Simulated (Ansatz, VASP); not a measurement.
# One calculation of Se, two programs

```xyz
3
Lattice="4.5048 0.0000 0.0000 -2.2524 3.9012 0.0000 0.0000 0.0000 4.9922" Properties=species:S:1:pos:R:3 pbc="T T T"
Se    0.9781    0.0000    1.6641
Se   -0.4890    0.8470    3.3281
Se    1.7633    3.0542    0.0000
```

Alike in both runs: functional r2SCAN; k mesh 9 × 9 × 6; no spin polarisation.

Ansatz relaxed the structure, and its values are those at the end. VASP's run is a single point on that final structure, the one shown.

|  | VASP | Ansatz |
| --- | --- | --- |
| version | VASP 6.6.1 | Ansatz 0.2.0 |
| potentials or method | VASP PAW PBE potentials, release 64 (Se), cutoff 520 eV | scalar-relativistic, plane waves, PAW |
| occupations | gaussian, width 0.01 eV | fixed |
| valence electrons in the cell | 18 | 48 |

|  | VASP | Ansatz | Ansatz less VASP |
| --- | --- | --- | --- |
| gap on the k mesh at the Fermi level (eV) | 1.33 | 1.34 | +0.011 |
| least direct gap on the mesh (eV) | 1.58 | 1.59 | +0.011 |
| pressure (GPa) | 0.0 | 0.0 | +0.03 |

VASP's potentials were made for PBE, not for r2SCAN. VASP's potentials hold 18 valence electrons a cell and Ansatz's 48, so a difference there can come from the potentials and not from the codes.
